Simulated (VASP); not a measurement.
# NaF (Fm-3m) in VASP: notebook

The runs below take NaF through single point, with PBE.

All numbers are computed with VASP 6.6.1; they aren't measurements. Logs are shortened: lines on timing, memory, paths and dates and some standing lists are left out, and cuts for length are marked.

### Step 1. The cell of the first run

The structure is cubic, space group Fm-3m (No. 225). The conventional cell has a = 3.905 Å, b = 3.905 Å, c = 3.905 Å, α = 90.00°, β = 90.00°, γ = 90.00°. Within 2.6 Å of Na (site symmetry m-3m) lie 6 F at 1.95 Å. Within 2.6 Å of F (site symmetry m-3m) lie 6 Na at 1.95 Å.

### Step 2. Single point, PBE

File INCAR:

```
SYSTEM = NaF
PREC = Accurate ; ENCUT = 520
EDIFF = 1E-7 ; ISMEAR = 0
SIGMA = 0.02 ; LREAL = .FALSE.
LASPH = .TRUE. ; NELM = 80
ALGO = Normal ; ISIF = 2
LWAVE = .FALSE. ; LCHARG = .FALSE.
GGA = PE ; NBANDS = 14
```

File KPOINTS:

```
Automatic mesh
0
G
  10 10 10
  0 0 0
```

File POSCAR:

```
NaF
1.0
    0.0000000000      1.9525117146      1.9525117146
    1.9525117146      0.0000000000      1.9525117146
    1.9525117146      1.9525117146      0.0000000000
Na F
1 1
Direct
    0.0000000000      0.0000000000      0.0000000000
    0.5000000000      0.5000000000      0.5000000000
```

Potentials or basis: VASP PAW PBE potentials, release 64 (Na_pv, F).

Run with:

```sh
> cat potpaw_PBE.64/Na_pv/POTCAR potpaw_PBE.64/F/POTCAR > POTCAR
> mpirun -np 1 vasp_std > vasp.out
```

OUTCAR:

```text
SYSTEM = NaF
   PREC = Accurate
   ENCUT = 520
   EDIFF = 1E-7
   ISMEAR = 0
   LREAL = .FALSE.
   LASPH = .TRUE.
   NELM = 80
   ISIF = 2
   GGA = PE

 ion  position               nearest neighbor table
   1  0.000  0.000  0.000-   2 1.95   2 1.95   2 1.95   2 1.95   2 1.95   2 1.95
   2  0.500  0.500  0.500-   1 1.95   1 1.95   1 1.95   1 1.95   1 1.95   1 1.95

  LATTYP: Found a face centered cubic cell.
 ALAT       =     3.9050234292

  Lattice vectors:

 A1 = (   0.0000000000,   1.9525117146,   1.9525117146)
 A2 = (   1.9525117146,   0.0000000000,   1.9525117146)
 A3 = (   1.9525117146,   1.9525117146,   0.0000000000)

Analysis of symmetry for initial positions (statically):
=====================================================================
 Subroutine PRICEL returns:
 Original cell was already a primitive cell.

 Routine SETGRP: Setting up the symmetry group for a
 face centered cubic supercell.

 Subroutine GETGRP returns: Found 48 space group operations
 (whereof 48 operations were pure point group operations)
 out of a pool of 48 trial point group operations.

The static configuration has the point symmetry O_h .

Analysis of symmetry for dynamics (positions and initial velocities):
=====================================================================
 Subroutine PRICEL returns:
 Original cell was already a primitive cell.

 Routine SETGRP: Setting up the symmetry group for a
 face centered cubic supercell.

 Subroutine GETGRP returns: Found 48 space group operations
 (whereof 48 operations were pure point group operations)
 out of a pool of 48 trial point group operations.

The dynamic configuration has the point symmetry O_h .

 Subroutine INISYM returns: Found 48 space group operations
 (whereof 48 operations are pure point group operations),
 and found     1 'primitive' translations

----------------------------------------------------------------------------------------

                                     Primitive cell

  volume of cell :      14.8871

  direct lattice vectors                    reciprocal lattice vectors
     0.000000000  1.952511715  1.952511715    -0.256080410  0.256080410  0.256080410
     1.952511715  0.000000000  1.952511715     0.256080410 -0.256080410  0.256080410
     1.952511715  1.952511715  0.000000000     0.256080410  0.256080410 -0.256080410

  length of vectors
     2.761268547  2.761268547  2.761268547     0.443544281  0.443544281  0.443544281

  position of ions in fractional coordinates (direct lattice)
[... 85 lines left out ...]
   ISIF   =      2    stress and relaxation
   ISYM   =      2    0-nonsym 1-usesym 2-fastsym
   POTIM  = 0.5000    time-step for ionic-motion
   TEBEG  =    0.0;   TEEND  =   0.0 temperature during run
   PSTRESS=    0.0 pullay stress
   NELECT =      14.0000    total number of electrons
   NUPDOWN=      -1.0000    fix difference up-down
   EMIN   =  10.00;   EMAX   =-10.00  energy-range for DOS
   EFERMI =   0.00;   METHOD = LEGACY
   ISMEAR =     0;   SIGMA  =   0.02  broadening in eV -4-tet -1-fermi 0-gaus
   EFERMI_NEDOS =   21; number of points for ismear=-14 and -15
   IALGO  =     38    algorithm
   IMIX   =      4    mixing-type and parameters
     AMIX     =   0.40;   BMIX     =  1.00
     AMIX_MAG =   1.60;   BMIX_MAG =  1.00
  volume/ion in A,a.u.               =       7.44        50.23
  Fermi-wavevector in a.u.,A,eV,Ry     =   1.603912  3.030954 35.001445  2.572534
  Thomas-Fermi vector in A             =   2.700500
   LORBIT       =      0    0 simple, 1 ext, 2 COOP (PROOUT), +10 PAW based schemes
   GGA     = PE    functional components
   LHFCALC =     F    Hartree Fock is set to
   AEXX    =    0.0000 exact exchange contribution
   IVDW    =     0    specifies the selected vdW correction
   LEPSILON=     F    determine dielectric tensor
   LRPA    =     F    only Hartree local field effects (RPA)
 non-spin polarized calculation
 Gauss-broadening in eV      SIGMA  =   0.02
  energy-cutoff  :      520.00
  volume of cell :       14.89
 maximum number of plane-waves:       411
 NGX is ok and might be reduce to    24
   NGX = 11   NGY = 11   NGZ = 11

 number of electron      13.9999998 magnetization

 Free energy of the ion-electron system (eV)
  ---------------------------------------------------
  ext. energy  EPLUGINS =         0.00000000
  ---------------------------------------------------
  free energy    TOTEN  =        -6.66416897 eV

  energy without entropy =       -6.66416897  energy(sigma->0) =       -6.66416897

 E-fermi :   1.3935     XC(G=0): -11.8972

 val. band max:        1.2809562737   @ k =   0.0000   0.0000   0.0000
 cond. band min:      11.4873712548   @ k =   0.0000   0.0000   0.0000
 fundamental gap:     10.2064149811
 Fermi energy:         1.3935189485

 k-point     1 :       0.0000    0.0000    0.0000
  band No.  band energies     occupation
      1     -19.2492      2.00000
      2     -16.5604      2.00000
      3     -16.5604      2.00000
      4     -16.5604      2.00000
      5       1.2810      2.00000
      6       1.2810      2.00000
      7       1.2810      2.00000
      8      11.4874      0.00000
      9      23.8563      0.00000
     10      23.8563      0.00000
     11      23.8563      0.00000
     12      28.0149      0.00000
     13      30.8751      0.00000
     14      30.8751      0.00000
[... 377 lines left out ...]
      1     -19.2808      2.00000
      2     -16.8158      2.00000
      3     -16.7637      2.00000
      4     -16.2720      2.00000
      5      -0.8300      2.00000
      6       0.5977      2.00000
      7       0.7078      2.00000
      8      16.7540      0.00000
      9      17.0501      0.00000
     10      24.4023      0.00000
     11      27.8887      0.00000
     12      27.9911      0.00000
     13      34.8580      0.00000
     14      36.9045      0.00000

 [... further k-points ...]
[... 5 lines left out ...]
  --------------------------------------------------------------------------------------
  -------------------------------------------------------------------------------------
  Total        8.6069063      8.6069063      8.6069063     -0.0000000      0.0000000     -0.0000000
  in kB      926.2894491    926.2894491    926.2894491     -0.0000000      0.0000000     -0.0000000
  external PRESSURE =     926.2894491 kB  Pullay stress =       0.0000000 kB

 VOLUME and BASIS-vectors are now :
 -----------------------------------------------------------------------------
  energy-cutoff  :      520.00
  volume of cell :       14.89
      direct lattice vectors                 reciprocal lattice vectors
     0.000000000  1.952511715  1.952511715    -0.256080410  0.256080410  0.256080410
     1.952511715  0.000000000  1.952511715     0.256080410 -0.256080410  0.256080410
     1.952511715  1.952511715  0.000000000     0.256080410  0.256080410 -0.256080410

 POSITION                                       TOTAL-FORCE (eV/Angst)
 -----------------------------------------------------------------------------------
      0.00000      0.00000      0.00000         0.000000      0.000000      0.000000
      1.95251      1.95251      1.95251        -0.000000     -0.000000     -0.000000
 -----------------------------------------------------------------------------------
    total drift:                                0.000000     -0.000000      0.000000

  FREE ENERGIE OF THE ION-ELECTRON SYSTEM (eV)
  ---------------------------------------------------
  free  energy   TOTEN  =        -6.6641689653 eV

  energy  without entropy=       -6.6641689653  energy(sigma->0) =       -6.66416897
```

OSZICAR:

```text
N       E                     dE             d eps       ncg     rms          rms(c)
DAV:   1     0.982841326088E+02    0.98284E+02   -0.78288E+03  1368   0.145E+03
DAV:   2    -0.412413630538E+01   -0.10241E+03   -0.97389E+02  1400   0.347E+02
DAV:   3    -0.775031234935E+01   -0.36262E+01   -0.36214E+01  1652   0.603E+01
DAV:   4    -0.777019693628E+01   -0.19885E-01   -0.19884E-01  1490   0.461E+00
DAV:   5    -0.777031780755E+01   -0.12087E-03   -0.12087E-03  1640   0.365E-01    0.628E+00
DAV:   6    -0.668350169662E+01    0.10868E+01   -0.26028E+00  1776   0.218E+01    0.160E+00
DAV:   7    -0.666622627705E+01    0.17275E-01   -0.91404E-02  1486   0.354E+00    0.107E+00
DAV:   8    -0.666423556563E+01    0.19907E-02   -0.18474E-02  1394   0.195E+00    0.126E-01
DAV:   9    -0.666414776580E+01    0.87800E-04   -0.19723E-03  1940   0.105E+00    0.552E-02
DAV:  10    -0.666415555030E+01   -0.77845E-05   -0.31791E-04  1400   0.216E-01    0.126E-02
DAV:  11    -0.666417016929E+01   -0.14619E-04   -0.22525E-05  1502   0.555E-02    0.931E-03
DAV:  12    -0.666416895144E+01    0.12178E-05   -0.29440E-06  1478   0.168E-02    0.133E-03
DAV:  13    -0.666416896526E+01   -0.13820E-07   -0.10674E-07  1430   0.438E-03
   1 F= -.66641690E+01 E0= -.66641690E+01  d E =-.592597E-18
```

Run time: 6.8 s. Hardware: 1 thread of Intel Xeon Platinum 8488C (Sapphire Rapids), shared host; peak memory 0.13 GiB.

What came out:

```
Free energy            : -6.6642 eV
Pressure               : 92.6 GPa
Band gap on the k mesh : 10.21 eV, direct
```

### Step 3. Single point, PBE

This run uses another cell than the first one, of 12.98 Å³/atom, 1.743 times its volume.

File INCAR:

```
PREC = Accurate
ENCUT = 520
EDIFF = 1E-7
ISMEAR = 0
SIGMA = 0.02
LREAL = F
LASPH = T
NELM = 60
ALGO = Normal
ISIF = 2
LWAVE = F
LCHARG = F
GGA = PE
NBANDS = 14
```

File KPOINTS:

```
regular mesh
0
Gamma
  8 8 8
```

File POSCAR:

```
NaF
1.0
    0.0000000000      2.3499911996      2.3499911996
    2.3499911996      0.0000000000      2.3499911996
    2.3499911996      2.3499911996      0.0000000000
Na F
1 1
Direct
    0.0000000000      0.0000000000      0.0000000000
    0.5000000000      0.5000000000      0.5000000000
```

Potentials or basis: VASP PAW PBE potentials, release 64 (Na_pv, F).

Run with:

```sh
> cat potpaw_PBE.64/Na_pv/POTCAR potpaw_PBE.64/F/POTCAR > POTCAR
> mpirun -np 1 vasp_std > vasp.out
```

Wall time 9 s (1 thread of Intel Xeon Platinum 8488C (Sapphire Rapids), shared host); peak memory 0.15 GiB.

The run converged. Its results:

| Item | Value |
| --- | --- |
| Free energy | -8.5695 eV |
| Pressure | -0.1 GPa |
| Band gap on the k mesh | 6.08 eV, direct |

Levels at points of the mesh, in eV from the valence-band top:
```tsv
k point	band 4	band 5	band 6	band 7	band 8	band 9	band 10	band 11
(0.00, 0.00, 0.00)	-19.08	0.00	0.00	0.00	6.08	18.67	18.67	18.67
(0.50, 0.00, 0.00)	-18.28	-1.50	-0.23	-0.23	10.52	12.11	19.65	19.65
(0.50, 0.50, 0.00)	-18.88	-1.21	-0.38	-0.38	12.81	13.16	13.19	19.22
```

A hybrid or GW would open this gap; PBE tends to underestimate it.

(Continued in part 2 of 2.)
